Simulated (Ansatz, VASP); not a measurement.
# Cu in VASP and in Ansatz

```
Cu
1.0
    -1.39170    1.39170    1.40815
     1.39170   -1.39170    1.40815
     1.39170    1.39170   -1.40815
Cu
1
Direct
  0.00000 0.00000 0.00000
```

Alike in both runs: task single point; functional LDA; k mesh 22 × 22 × 22; occupations gaussian, width 0.15 eV; no spin polarisation.

```csv
,VASP,Ansatz
version,VASP 6.6.1,Ansatz 0.2.0
potentials or method,"VASP PAW LDA potentials, release 64 (Cu), cutoff 520 eV","scalar-relativistic, plane waves, PAW"
valence electrons in the cell,11,19
```

|  | VASP | Ansatz | Ansatz less VASP |
| --- | --- | --- | --- |
| gap on the k mesh at the Fermi level (eV) | none | none | - |
| pressure (GPa) | 1.1 | 0.2 | -0.91 |
| traceless stress, the component that is largest in VASP (GPa) | 0.15 | 0.14 | -0.009 |

Ansatz warns that its potentials were made for another functional, while VASP's fit it. LDA's correlation is that of Perdew and Zunger in VASP and of Perdew and Wang (1992) in Ansatz. A gap of «none» marks a metal or a gap that the smearing closes. VASP's potentials hold 11 valence electrons a cell and Ansatz's 19, so a difference there can come from the potentials and not from the codes.
